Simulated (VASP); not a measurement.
# Be (I4/mmm) in VASP: further runs

Runs on Be. Level: PBEsol. Tasks: electric field gradients.

Everything below comes from runs of VASP 6.6.1. Logs are shortened: lines on timing, memory, paths and dates and some standing lists are left out, and cuts for length are marked.

### Step 1. The cell of the first run

The structure is tetragonal, space group I4/mmm (No. 139). Conventional cell: a = 2.531 Å, b = 2.531 Å, c = 2.506 Å, α = 90.00°, β = 90.00°, γ = 90.00°. Be (site symmetry 4/mmm) has 14 Be at 2.18 to 2.53 Å within 2.9 Å.

### Step 2. Electric field gradients, PBEsol (equal xx and yy strain of +1 %)

INCAR reads:

```
SYSTEM = Be
PREC = Accurate ; ENCUT = 520
EDIFF = 1E-8 ; ISMEAR = -1
SIGMA = 0.03 ; LREAL = .FALSE.
LASPH = .TRUE. ; NELM = 80
ALGO = Normal ; ISIF = 2
LWAVE = .FALSE. ; LCHARG = .FALSE.
GGA = PS ; LEFG = .TRUE.
NBANDS = 7
```

KPOINTS reads:

```
regular mesh
0
G
  23 23 23
  0 0 0
```

POSCAR reads:

```
Be
1.0
   -1.2656521608      1.2656521608      1.2531209513
    1.2656521608     -1.2656521608      1.2531209513
    1.2656521608      1.2656521608     -1.2531209513
Be
1
Direct
    0.0000000000      0.0000000000      0.0000000000
```

Potentials or basis: VASP PAW PBE potentials, release 64 (Be).

Launch:

```
$ cat potpaw_PBE.64/Be/POTCAR > POTCAR
$ mpirun -np 1 vasp_std > vasp.out
```

OUTCAR:

```text
SYSTEM = Be
   PREC = Accurate
   ENCUT = 520
   EDIFF = 1E-8
   ISMEAR = -1
   LREAL = .FALSE.
   LASPH = .TRUE.
   NELM = 80
   ISIF = 2
   GGA = PS

 ion  position               nearest neighbor table
   1  0.000  0.000  0.000-

  LATTYP: Found a body centered tetragonal cell.
 ALAT       =     2.5313043216
 C/A-ratio  =     0.9900990099

  Lattice vectors:

 A1 = (  -1.2656521608,   1.2656521608,   1.2531209513)
 A2 = (   1.2656521608,  -1.2656521608,   1.2531209513)
 A3 = (   1.2656521608,   1.2656521608,  -1.2531209513)

Analysis of symmetry for initial positions (statically):
=====================================================================
 Subroutine PRICEL returns:
 Original cell was already a primitive cell.

 Routine SETGRP: Setting up the symmetry group for a
 body centered tetragonal supercell.

 Subroutine GETGRP returns: Found 16 space group operations
 (whereof 16 operations were pure point group operations)
 out of a pool of 16 trial point group operations.

The static configuration has the point symmetry D_4h.

Analysis of symmetry for dynamics (positions and initial velocities):
=====================================================================
 Subroutine PRICEL returns:
 Original cell was already a primitive cell.

 Routine SETGRP: Setting up the symmetry group for a
 body centered tetragonal supercell.

 Subroutine GETGRP returns: Found 16 space group operations
 (whereof 16 operations were pure point group operations)
 out of a pool of 16 trial point group operations.

The dynamic configuration has the point symmetry D_4h.

 Subroutine INISYM returns: Found 16 space group operations
 (whereof 16 operations are pure point group operations),
 and found     1 'primitive' translations

----------------------------------------------------------------------------------------

                                     Primitive cell

  volume of cell :       8.0294

  direct lattice vectors                    reciprocal lattice vectors
    -1.265652161  1.265652161  1.253120951     0.000000000  0.395053250  0.399003783
     1.265652161 -1.265652161  1.253120951     0.395053250  0.000000000  0.399003783
     1.265652161  1.265652161 -1.253120951     0.395053250  0.395053250  0.000000000

  length of vectors
     2.184962907  2.184962907  2.184962907     0.561490062  0.561490062  0.558689665

  position of ions in fractional coordinates (direct lattice)
     0.000000000  0.000000000  0.000000000

  ion indices of the primitive-cell ions
   primitive index   ion index
                 1           1

----------------------------------------------------------------------------------------

 KPOINTS: regular mesh

Automatic generation of k-mesh.
 Grid dimensions read from file:
 generate k-points for:   23   23   23

 Generating k-lattice:

  Cartesian coordinates                     Fractional coordinates (reciprocal lattice)
     0.000000000  0.017176228  0.017347991     0.043478261  0.000000000  0.000000000
     0.017176228  0.000000000  0.017347991     0.000000000  0.043478261  0.000000000
     0.017176228  0.017176228  0.000000000     0.000000000  0.000000000  0.043478261

  Length of vectors
     0.024412611  0.024412611  0.024290855

  Shift w.r.t. Gamma in fractional coordinates (k-lattice)
     0.000000000  0.000000000  0.000000000

 Subroutine IBZKPT returns following result:
 ===========================================

 Found    936 irreducible k-points:

 Following reciprocal coordinates:
            Coordinates               Weight
  0.000000  0.000000  0.000000      1.000000
  0.043478  0.000000 -0.000000      8.000000
  0.086957 -0.000000  0.000000      8.000000
  0.130435 -0.000000  0.000000      8.000000
  0.173913  0.000000  0.000000      8.000000
  0.217391  0.000000 -0.000000      8.000000
[... 16 lines left out ...]
  0.478261  0.043478  0.000000     16.000000
 -0.478261  0.043478 -0.000000     16.000000
 [... further k-points ...]
   k-points           NKPTS =    936   k-points in BZ     NKDIM =    936   number of bands    NBANDS=      7
   number of dos      NEDOS =    301   number of ions     NIONS =      1
   total plane-waves  NPLWV =   4096
   dimension x,y,z NGX =    16 NGY =   16 NGZ =   16
   dimension x,y,z NGXF=    32 NGYF=   32 NGZF=   32
   ions per type =               1
   NGX,Y,Z   is equivalent  to a cutoff of  12.17, 12.17, 12.17 a.u.
   NGXF,Y,Z  is equivalent  to a cutoff of  24.35, 24.35, 24.35 a.u.
 SYSTEM =  Be
   PREC   = accura    normal or accurate (medium, high low for compatibility)
   ISTART =      0    job   : 0-new  1-cont  2-samecut
   ICHARG =      2    charge: 1-file 2-atom 10-const
   ISPIN  =      1    spin polarized calculation?
   LNONCOLLINEAR =      F non collinear calculations
   LSORBIT =      F    spin-orbit coupling
   LASPH  =      T    aspherical Exc in radial PAW
   ENCUT  =  520.0 eV  38.22 Ry    6.18 a.u.   4.06  4.06  4.06*2*pi/ulx,y,z
   NELM   =     80;   NELMIN=  2; NELMDL= -5     # of ELM steps
   EDIFF  = 0.1E-07   stopping-criterion for ELM
   LREAL  =      F    real-space projection
   EDIFFG = 0.1E-06   stopping-criterion for IOM
   NSW    =      0    number of steps for IOM
   IBRION =     -1    ionic relax: 0-MD 1-quasi-New 2-CG
   NFREE  =      0    steps in history (QN), initial steepest desc. (CG)
   ISIF   =      2    stress and relaxation
   ISYM   =      2    0-nonsym 1-usesym 2-fastsym
   POTIM  = 0.5000    time-step for ionic-motion
   TEBEG  =    0.0;   TEEND  =   0.0 temperature during run
   PSTRESS=    0.0 pullay stress
   NELECT =       2.0000    total number of electrons
   NUPDOWN=      -1.0000    fix difference up-down
   EMIN   =  10.00;   EMAX   =-10.00  energy-range for DOS
   EFERMI =   0.00;   METHOD = LEGACY
   ISMEAR =    -1;   SIGMA  =   0.03  broadening in eV -4-tet -1-fermi 0-gaus
   EFERMI_NEDOS =   21; number of points for ismear=-14 and -15
   IALGO  =     38    algorithm
   IMIX   =      4    mixing-type and parameters
     AMIX     =   0.40;   BMIX     =  1.00
     AMIX_MAG =   1.60;   BMIX_MAG =  1.00
  volume/ion in A,a.u.               =       8.03        54.18
  Fermi-wavevector in a.u.,A,eV,Ry     =   1.030048  1.946509 14.435775  1.061000
  Thomas-Fermi vector in A             =   2.164127
   LORBIT       =      0    0 simple, 1 ext, 2 COOP (PROOUT), +10 PAW based schemes
   GGA     = PS    functional components
   LHFCALC =     F    Hartree Fock is set to
   AEXX    =    0.0000 exact exchange contribution
   IVDW    =     0    specifies the selected vdW correction
   LEPSILON=     F    determine dielectric tensor
   LRPA    =     F    only Hartree local field effects (RPA)
 non-spin polarized calculation
  energy-cutoff  :      520.00
  volume of cell :        8.03
 maximum number of plane-waves:       236
   NGX =  9   NGY =  9   NGZ =  9

 number of electron       2.0000000 magnetization

 Free energy of the ion-electron system (eV)
  ---------------------------------------------------
  ext. energy  EPLUGINS =         0.00000000
  ---------------------------------------------------
  free energy    TOTEN  =        -3.89607833 eV

  energy without entropy =       -3.89547514  energy(sigma->0) =       -3.89577673

 E-fermi :   7.7527     XC(G=0): -10.5630

 val. band max:        7.7464668979   @ k =  -0.4348   0.4783   0.3478
 cond. band min:       7.7565808700   @ k =  -0.4348  -0.4783   0.3043
 fundamental gap:      0.0101139722
 Fermi energy:         7.7527464412

 k-point     1 :       0.0000    0.0000    0.0000
  band No.  band energies     occupation
      1      -4.3691      2.00000
      2      26.7455      0.00000
      3      26.7455      0.00000
      4      26.8313      0.00000
      5      37.7658      0.00000
      6      38.2046      0.00000
      7      38.2046      0.00000

 k-point     2 :       0.0435    0.0000   -0.0000
  band No.  band energies     occupation
      1      -4.3032      2.00000
      2      26.4718      0.00000
      3      26.4735      0.00000
      4      26.7137      0.00000
      5      37.0874      0.00000
      6      37.2192      0.00000
      7      38.4465      0.00000

 k-point     3 :       0.0870   -0.0000    0.0000
  band No.  band energies     occupation
      1      -4.1054      2.00000
      2      25.5168      0.00000
      3      25.7680      0.00000
      4      26.4699      0.00000
      5      35.3237      0.00000
      6      35.5915      0.00000
      7      38.8625      0.00000
[... 191 lines left out ...]
 k-point    23 :       0.4783    0.0435    0.0000
  band No.  band energies     occupation
      1       2.6780      2.00000
      2       8.1249      0.00001
      3      19.5007      0.00000
      4      22.2924      0.00000
      5      28.5341      0.00000
      6      33.5946      0.00000
      7      43.6255      0.00000

 k-point    24 :      -0.4783    0.0435   -0.0000
  band No.  band energies     occupation
      1       2.2713      2.00000
      2       8.6873      0.00000
      3      19.5736      0.00000
      4      22.3604      0.00000
      5      28.6208      0.00000
      6      33.5381      0.00000
      7      43.2794      0.00000

 [... further k-points ...]
[... 5 lines left out ...]
  --------------------------------------------------------------------------------------
  -------------------------------------------------------------------------------------
  Total       -0.1873841     -0.1873841     -0.2110018      0.0000000      0.0000000      0.0000000
  in kB      -37.3905350    -37.3905350    -42.1032015      0.0000000      0.0000000      0.0000000
  external PRESSURE =     -38.9614238 kB  Pullay stress =       0.0000000 kB

 VOLUME and BASIS-vectors are now :
 -----------------------------------------------------------------------------
  energy-cutoff  :      520.00
  volume of cell :        8.03
      direct lattice vectors                 reciprocal lattice vectors
    -1.265652161  1.265652161  1.253120951     0.000000000  0.395053250  0.399003783
     1.265652161 -1.265652161  1.253120951     0.395053250  0.000000000  0.399003783
     1.265652161  1.265652161 -1.253120951     0.395053250  0.395053250  0.000000000

 POSITION                                       TOTAL-FORCE (eV/Angst)
 -----------------------------------------------------------------------------------
      0.00000      0.00000      0.00000        -0.000000      0.000000      0.000000
 -----------------------------------------------------------------------------------
    total drift:                                0.000000      0.000000     -0.000000

  FREE ENERGIE OF THE ION-ELECTRON SYSTEM (eV)
  ---------------------------------------------------
  free  energy   TOTEN  =        -3.8960783267 eV

  energy  without entropy=       -3.8954751415  energy(sigma->0) =       -3.89577673

 Electric field gradients (V/A^2)
---------------------------------------------------------------------
 ion       V_xx      V_yy      V_zz      V_xy      V_xz      V_yz
---------------------------------------------------------------------
   1       0.027     0.027    -0.054     0.000     0.000     0.000
---------------------------------------------------------------------

 Electric field gradients after diagonalization (V/A^2)
 (convention: |V_zz| > |V_xx| > |V_yy|)
----------------------------------------------------------------------
 ion       V_xx      V_yy      V_zz     asymmetry (V_yy - V_xx)/ V_zz
----------------------------------------------------------------------
   1       0.027     0.027    -0.054       0.000
----------------------------------------------------------------------

           NMR quadrupolar parameters

 Cq : quadrupolar parameter    Cq=e*Q*V_zz/h
 eta: asymmetry parameters     (V_yy - V_xx)/ V_zz
 Q  : nuclear electric quadrupole moment in mb (millibarn)
----------------------------------------------------------------------
 ion       Cq(MHz)       eta       Q (mb)
----------------------------------------------------------------------
   1      -0.000       0.000       1.000
----------------------------------------------------------------------
```

Run time: 20 s. Hardware: 1 thread of AMD EPYC 9R45 (Zen 5), shared host; peak memory 0.12 GiB.

What came out:

* Free energy: -3.8961 eV
* Pressure: -3.9 GPa
* Band gap on the k mesh: zero (band 1 reaches 11.45 eV, above the bottom of band 2 at 6.48 eV)

Stress tensor (GPa, compression positive):
```
-3.74  0.00  0.00
 0.00 -3.74  0.00
 0.00  0.00 -4.21
```

Caveat: the cell differs from its parent crystal (equal xx and yy strain of +1 %); without QUAD_EFG the Cq values of the log hold for a quadrupole moment of 1 mb, not for the nuclei; the PAW data sets were made with another functional, which shifts forces and pressure a little.

[end of part 1 of 2]
